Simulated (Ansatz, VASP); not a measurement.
## MgO: VASP beside Ansatz

INCAR

```
SYSTEM = MgO
ALGO     = Normal         ! electronic algorithm
EDIFF    = 1E-7           ! SCF threshold, eV
ENCUT    = 520            ! plane-wave cutoff, eV
GGA      = PS             ! functional
ISIF     = 2              ! what is computed and relaxed
ISMEAR   = 0              ! smearing method
LASPH    = .True.         ! aspherical terms in the spheres
LCHARG   = .False.        ! write CHGCAR
LREAL    = .False.        ! projectors in reciprocal space
LWAVE    = .False.        ! write WAVECAR
NBANDS   = 16             ! bands
NELM     = 80             ! most SCF steps
PREC     = Accurate       ! precision mode
SIGMA    = 0.05           ! smearing width, eV
```

KPOINTS

```
k-points
0
Gamma
  9 9 6
  0 0 0
```

File POSCAR:

```
MgO
1.0
    3.3783000000      0.0000000000      0.0000000000
   -1.6891500000      2.9256936216      0.0000000000
    0.0000000000      0.0000000000      4.4044000000
Mg O
2 2
Direct
    0.6666666667      0.3333333333      0.7500000000
    0.3333333333      0.6666666667      0.2500000000
    0.6666666667      0.3333333333      0.2500000000
    0.3333333333      0.6666666667      0.7500000000
```

Input for Ansatz:

```yaml
crystal:
  lattice:
    - [3.3783, 0.0, 0.0]
    - [-1.68915, 2.9256936216, 0.0]
    - [0.0, 0.0, 4.4044]
  atoms:
    - { symbol: Mg, position: [0.6666666667, 0.3333333333, 0.75] }
    - { symbol: Mg, position: [0.3333333333, 0.6666666667, 0.25] }
    - { symbol: O, position: [0.6666666667, 0.3333333333, 0.25] }
    - { symbol: O, position: [0.3333333333, 0.6666666667, 0.75] }
basis:
  ecutwfc: 520.0
kpoints:
  mp_grid: { grid: [9, 9, 6] }
hamiltonian:
  xc: pbesol
  pseudopotentials: { kind: paw, azcp: { folder: soft_1 } }
scf:
  occupations: { method: gaussian, width: 0.05 }
output:
  forces: true
  stress: true
  eigenvalues: true
```

Alike in both runs: task single point; functional PBEsol; k mesh 9 × 9 × 6; occupations gaussian, width 0.05 eV; no spin polarisation.

|  | VASP | Ansatz |
| --- | --- | --- |
| version | VASP 6.6.1 | Ansatz 0.2.0 |
| potentials or method | VASP PAW PBE potentials, release 64 (Mg, O), cutoff 520 eV | scalar-relativistic, plane waves, PAW |
| valence electrons in the cell | 16 | 32 |

|  | VASP | Ansatz | Ansatz less VASP |
| --- | --- | --- | --- |
| gap on the k mesh at the Fermi level (eV) | 3.28 | 3.29 | +0.009 |
| least direct gap on the mesh (eV) | 3.28 | 3.29 | +0.009 |
| pressure (GPa) | 3.6 | 3.9 | +0.31 |
| traceless stress, the component that is largest in VASP (GPa) | -9.40 | -9.23 | +0.175 |

VASP's potentials were made for PBE, not for PBEsol, and Ansatz warns of the same on its side. VASP's potentials hold 16 valence electrons a cell and Ansatz's 32, so a difference there can come from the potentials and not from the codes.
